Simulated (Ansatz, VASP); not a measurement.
# Two plane-wave programs on Ru3N2

File INCAR:

```
  PREC = Accurate
  ENCUT = 600
  EDIFF = 1E-7
  ISMEAR = 0
  SIGMA = 0.1
  LREAL = F
  LASPH = T
  NELM = 60
  ALGO = Normal
  ISIF = 3
  LWAVE = F
  LCHARG = F
  GGA = PE
  IBRION = 2
  NSW = 100
  EDIFFG = -0.01
```

The input KPOINTS:

```
Automatic mesh
0
Gamma
  12 12 6
```

The input POSCAR:

```
Ru3N2
1.0
    3.1653635973      0.0000000000      0.0000000000
   -1.5826817986      2.7412852874      0.0000000000
    0.0000000000      0.0000000000      6.4294370078
Ru N
3 2
Direct
    0.0000000000      0.0000000000      0.0000000000
    0.3333333333      0.6666666667      0.6683689060
    0.6666666667      0.3333333333      0.3316310940
    0.3333333333      0.6666666667      0.2001616148
    0.6666666667      0.3333333333      0.7998383852
```

Input for Ansatz:

```yaml
crystal:
  lattice:
    - [3.1653635973, 0.0, 0.0]
    - [-1.5826817986, 2.7412852874, 0.0]
    - [0.0, 0.0, 6.4294370078]
  atoms:
    - { symbol: Ru, position: [0.0, 0.0, 0.0] }
    - { symbol: Ru, position: [0.3333333333, 0.6666666667, 0.668368906] }
    - { symbol: Ru, position: [0.6666666667, 0.3333333333, 0.331631094] }
    - { symbol: "N", position: [0.3333333333, 0.6666666667, 0.2001616148] }
    - { symbol: "N", position: [0.6666666667, 0.3333333333, 0.7998383852] }
basis:
  ecutwfc: 420
kpoints:
  mp_grid: { grid: [12, 12, 6] }
hamiltonian:
  xc: pbe
scf:
  occupations: { method: gaussian, width: 0.1 }
output:
  forces: true
  stress: true
  eigenvalues: true
relax:
  adjacent_minimum: "off"
  f_tol: 0.01
  max_steps: 80
  cell: { stress_tol: 0.05 }
```

Alike in both runs: task relaxation of cell and atoms; functional PBE; k mesh 12 × 12 × 6; occupations gaussian, width 0.1 eV; no spin polarisation.

```csv
,VASP,Ansatz
version,VASP 6.6.1,Ansatz 0.2.0
potentials or method,"VASP PAW PBE potentials, release 64 (Ru_pv, N), cutoff 600 eV","scalar-relativistic, plane waves, PAW"
valence electrons in the cell,52,58
```

|  | VASP | Ansatz | Ansatz less VASP |
| --- | --- | --- | --- |
| gap on the k mesh at the Fermi level, each at its own relaxed structure (eV) | none | none | - |
| relaxed volume (Å³/atom) | 11.13 | 11.13 | +0.003 |
| relaxed cell length with the largest relative difference (Å) | 6.425 | 6.428 | +0.0028 |

A gap of «none» marks a metal or a gap that the smearing closes. VASP's potentials hold 52 valence electrons a cell and Ansatz's 58, so a difference there can come from the potentials and not from the codes.
